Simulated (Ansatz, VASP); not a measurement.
# Cd: VASP beside Ansatz

File INCAR:

```
  ALGO = Fast
  EDIFF = 1E-6
  ENCUT = 520
  GGA = PE
  ISIF = 2
  ISMEAR = 0
  LASPH = True
  LCHARG = False
  LREAL = False
  LWAVE = False
  NBANDS = 25
  NELM = 60
  PREC = Accurate
  SIGMA = 0.1
```

Contents of KPOINTS:

```
k-points
0
Gamma
  15 15 6
```

File POSCAR:

```
Cd
1.0
    3.3247709869      0.0000000000      0.0000000000
   -1.6623854934      2.8793361364      0.0000000000
    0.0000000000      0.0000000000      6.9373476967
Cd
3
Direct
    0.0000000000      0.0000000000      0.0000000000
    0.6666666667      0.3333333333      0.3333333333
    0.3333333333      0.6666666667      0.6666666667
```

Input for Ansatz:

```yaml
crystal:
  lattice:
    - [3.3247709869, 0.0, 0.0]
    - [-1.6623854934, 2.8793361364, 0.0]
    - [0.0, 0.0, 6.9373476967]
  atoms:
    - { symbol: Cd, position: [0.0, 0.0, 0.0] }
    - { symbol: Cd, position: [0.6666666667, 0.3333333333, 0.3333333333] }
    - { symbol: Cd, position: [0.3333333333, 0.6666666667, 0.6666666667] }
basis:
  ecutwfc: 420
kpoints:
  mp_grid: { grid: [15, 15, 6] }
hamiltonian:
  xc: pbe
scf:
  occupations: { method: gaussian, width: 0.1 }
output:
  forces: true
  stress: true
  eigenvalues: true
```

Change from the starting cell: strain along c alone, the other axes held, atoms relaxed: -4.0 %.

Alike in both runs: task single point; functional PBE; k mesh 15 × 15 × 6; occupations gaussian, width 0.1 eV; no spin polarisation.

|  | VASP | Ansatz |
| --- | --- | --- |
| version | VASP 6.6.1 | Ansatz 0.2.0 |
| potentials or method | VASP PAW PBE potentials, release 64 (Cd), cutoff 520 eV | scalar-relativistic, plane waves, PAW |
| valence electrons in the cell | 36 | 60 |

|  | VASP | Ansatz | Ansatz less VASP |
| --- | --- | --- | --- |
| gap on the k mesh at the Fermi level (eV) | none | none | - |
| pressure (GPa) | 2.8 | 2.5 | -0.32 |
| traceless stress, the component that is largest in VASP (GPa) | 2.62 | 2.51 | -0.108 |

A gap of «none» marks a metal or a gap that the smearing closes. With one functional, cell and mesh, what is left measures potentials, basis and numerics. VASP's potentials hold 36 valence electrons a cell and Ansatz's 60, so a difference there can come from the potentials and not from the codes.
